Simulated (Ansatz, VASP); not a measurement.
**Two plane-wave programs on Cd4Se3**

```
CELL_PARAMETERS angstrom
5.94611 0.18886 -0.18777
0.18860 5.94941 -0.18297
-0.17961 -0.17507 5.91893
ATOMIC_POSITIONS crystal
Cd 0.72196 0.72214 0.65193
Cd 0.17247 0.17273 0.82702
Cd 0.34837 0.72094 0.27874
Cd 0.72112 0.34844 0.27848
Se 0.99688 0.99683 0.45725
Se 0.54172 0.99720 0.00337
Se 0.99747 0.54173 0.00321
```

Change from the starting cell: cell x1, atoms moved at random (sigma 0.15 Å) and cell strained at random (1.5 %), then relaxed without symmetry.

Alike in both runs: functional PBE; k mesh 2 × 2 × 2; occupations gaussian, width 0.1 eV; no spin polarisation.

Ansatz relaxed the structure, and its values are those at the end. VASP's run is a single point on that final structure, the one shown.

|  | VASP | Ansatz |
| --- | --- | --- |
| version | VASP 6.6.1 | Ansatz 0.2.0 |
| potentials or method | VASP PAW PBE potentials, release 64 (Cd, Se), cutoff 520 eV | scalar-relativistic, plane waves, PAW |
| valence electrons in the cell | 66 | 128 |

```tsv
	VASP	Ansatz	Ansatz less VASP
gap on the k mesh at the Fermi level (eV)	1.18	1.19	+0.001
least direct gap on the mesh (eV)	1.19	1.19	+0.001
pressure (GPa)	0.3	0.1	-0.23
rms of the force components (eV/Å)	0.013	0.003	-0.0100
```

VASP's potentials hold 66 valence electrons a cell and Ansatz's 128, so a difference there can come from the potentials and not from the codes.

The k mesh is coarse, so the values compare programs but aren't converged.
